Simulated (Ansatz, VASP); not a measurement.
**Sn: VASP beside Ansatz**

The input POSCAR:

```
Sn
1.0
   -2.9482820713      2.9504023647      1.5888172584
    2.9504023647     -2.9482820713      1.5888172584
    2.9460530987      2.9460530987     -1.5849306448
Sn
2
Direct
    0.0000251473      0.9999748527      0.0000000000
    0.7499748527      0.2500251473      0.5000000000
```

Contents of INCAR.step1:

```
ALGO = Normal
EDIFF = 1E-4
ENCUT = 520
GGA = PE
ISMEAR = -1
LASPH = True
LCHARG = False
LREAL = False
LWAVE = True
NBANDS = 21
NELM = 60
PREC = Accurate
SIGMA = 1.0
```

File INCAR.step2:

```
ALGO = Normal
EDIFF = 1E-6
ENCUT = 520
ISIF = 2
ISMEAR = -1
ISTART = 1
LASPH = True
LCHARG = True
LELF = True
LMIXTAU = True
LREAL = False
LVHAR = True
LWAVE = False
METAGGA = R2SCAN
NBANDS = 21
NELM = 60
PREC = Accurate
SIGMA = 1.0
```

KPOINTS

```
k-points
0
Gamma
  11 11 8
```

Input for Ansatz:

```yaml
crystal:
  lattice:
    - [-2.9482820713, 2.9504023647, 1.5888172584]
    - [2.9504023647, -2.9482820713, 1.5888172584]
    - [2.9460530987, 2.9460530987, -1.5849306448]
  atoms:
    - { symbol: Sn, position: [2.51473e-05, 0.9999748527, 0.0] }
    - { symbol: Sn, position: [0.7499748527, 0.2500251473, 0.5] }
hamiltonian:
  xc: r2scan
  pseudopotentials:
    kind: paw
    azcp:
      Sn: "pseudopotentials/Sn.paw.azcp"
basis:
  ecutwfc: 500
  fft_grid_basis: typed
kpoints:
  mp_grid: { grid: [11, 11, 8], shift: [0, 0, 0] }
magnetization:
  spin_polarized: false
scf:
  occupations: { method: fermi_dirac, width: 1.0 }
  lower_state_search: "off"
output:
  stress: true
```

Alike in both runs: task single point; functional r2SCAN; k mesh 11 × 11 × 8; occupations fermi-dirac, width 1 eV; no spin polarisation.

|  | VASP | Ansatz |
| --- | --- | --- |
| version | VASP 6.6.1 | Ansatz 0.2.0 |
| potentials or method | VASP PAW PBE potentials, release 64 (Sn_d), cutoff 520 eV | plane waves (500 eV) with PAW, scalar-relativistic |
| valence electrons in the cell | 28 | 28 |

|  | VASP | Ansatz | Ansatz less VASP |
| --- | --- | --- | --- |
| pressure (GPa) | 4.8 | 4.8 | +0.01 |
| traceless stress, the component that is largest in VASP (GPa) | -0.40 | -0.40 | +0.001 |

VASP's potentials were made for PBE, not for r2SCAN. The functional is the same, so the differences come from potentials, cutoffs and numerics.
